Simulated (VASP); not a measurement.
A run of VASP 6.6.1:

File POSCAR:

```
SnO2
1.0
    4.7373500000      0.0000000000      0.0000000000
    0.0000000000      4.7373500000      0.0000000000
    0.0000000000      0.0000000000      3.1864000000
Sn O
2 4
Direct
    0.0000000000      0.0000000000      0.0000000000
    0.5000000000      0.5000000000      0.5000000000
    0.3056200000      0.3056200000      0.0000000000
    0.1943800000      0.8056200000      0.5000000000
    0.6943800000      0.6943800000      0.0000000000
    0.8056200000      0.1943800000      0.5000000000
```

File INCAR.step1:

```
SYSTEM = SnO2
ALGO = Normal
EDIFF = 1E-4
ENCUT = 520
GGA = PE
ISMEAR = 0
LASPH = .TRUE.
LCHARG = .FALSE.
LREAL = .FALSE.
LWAVE = .TRUE.
NBANDS = 35
NELM = 100
PREC = Accurate
SIGMA = 0.1
```

The input INCAR.step2:

```
SYSTEM = SnO2
ALGO = Normal
EDIFF = 1E-7
ENCUT = 520
ISIF = 2
ISMEAR = 0
ISTART = 1
LASPH = .TRUE.
LCHARG = .FALSE.
LMIXTAU = .TRUE.
LREAL = .FALSE.
LWAVE = .FALSE.
METAGGA = R2SCAN
NBANDS = 35
NELM = 100
PREC = Accurate
SIGMA = 0.1
```

Contents of KPOINTS:

```
k-points
0
G
  4 4 6
  0 0 0
```

Potentials or basis: VASP PAW PBE potentials, release 64 (Sn_d, O).

Launch:

```console
$ cat potpaw_PBE.64/Sn_d/POTCAR potpaw_PBE.64/O/POTCAR > POTCAR
$ cp INCAR.step1 INCAR
$ mpirun -np 1 vasp_std > vasp.out
$ cp INCAR.step2 INCAR
$ mpirun -np 1 vasp_std > vasp.out
```

Hardware: 1 thread of AMD EPYC 9R45 96-Core Processor (Zen 5), with other jobs on the host.

Question: Estimate the wall time of this run.

Answer: It took 2.4 min on 1 thread of AMD EPYC 9R45 96-Core Processor (Zen 5) (shared host), peak memory 0.17 GiB. Counts: k points 24.
